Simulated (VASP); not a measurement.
K2IBr, 4 atoms in the cell. It takes space group R-3m (No. 166, trigonal). The conventional cell has a = 4.837 Å, b = 4.837 Å, c = 23.760 Å, α = 90.00°, β = 90.00°, γ = 120.00°. Within 4.4 Å of Br (site symmetry -3m) lie 6 K at 3.34 Å. Within 4.6 Å of I (site symmetry -3m) lie 6 K at 3.51 Å. K (site symmetry 3m) has 3 Br at 3.34 Å and 3 I at 3.51 Å within 4.4 Å. 

- Program: VASP 6.6.1
- Task: single point
- Functional: PBE
- Potentials or basis: VASP PAW PBE potentials, release 64 (Br, I, K_sv)
- Cutoff: 500 eV
- k mesh: 6 × 6 × 6
- Occupations: gaussian, width 0.01 eV
- Spin: non-collinear spin, zero start, spin-orbit coupling
- Starting moments: [[0.0, 0.0, 0.0], [0.0, 0.0, 0.0], [0.0, 0.0, 0.0], [0.0, 0.0, 0.0]] μB
- Dipole correction: no
- Further INCAR settings: ALGO = Normal; EDIFF = 1e-06; NBANDS = 46

Potentials or basis: VASP PAW PBE potentials, release 64 (Br, I, K_sv).

Command:

```sh
$ cat potpaw_PBE.64/Br/POTCAR potpaw_PBE.64/I/POTCAR potpaw_PBE.64/K_sv/POTCAR > POTCAR
$ mpirun -np 1 vasp_ncl > vasp.out
```

Hardware: 1 thread of AMD EPYC 9R45 96-Core Processor (Zen 5) (shared host).

Estimate the wall time of this run.

It took 18 min on 1 thread of AMD EPYC 9R45 96-Core Processor (Zen 5), on a shared host, peak memory 1.5 GiB. Counts: scf iterations 15, k points 32.
